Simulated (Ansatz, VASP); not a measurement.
# As: VASP beside Ansatz

```
CELL_PARAMETERS angstrom
2.81572 0.00000 0.00000
0.00000 2.81572 0.00000
0.00000 0.00000 2.81572
ATOMIC_POSITIONS crystal
As 0.50000 0.50000 0.50000
```

Alike in both runs: task single point; functional PBE; k mesh 16 × 16 × 16; occupations gaussian, width 0.1 eV; no spin polarisation.

|  | VASP | Ansatz |
| --- | --- | --- |
| version | VASP 6.6.1 | Ansatz 0.2.0 |
| potentials or method | VASP PAW PBE potentials, release 64 (As), cutoff 520 eV | scalar-relativistic, plane waves, PAW |
| valence electrons in the cell | 5 | 15 |

|  | VASP | Ansatz | Ansatz less VASP |
| --- | --- | --- | --- |
| gap on the k mesh at the Fermi level (eV) | none | none | - |
| pressure (GPa) | -6.0 | -6.0 | -0.07 |

A gap of «none» marks a metal or a gap that the smearing closes. VASP's potentials hold 5 valence electrons a cell and Ansatz's 15, so a difference there can come from the potentials and not from the codes.
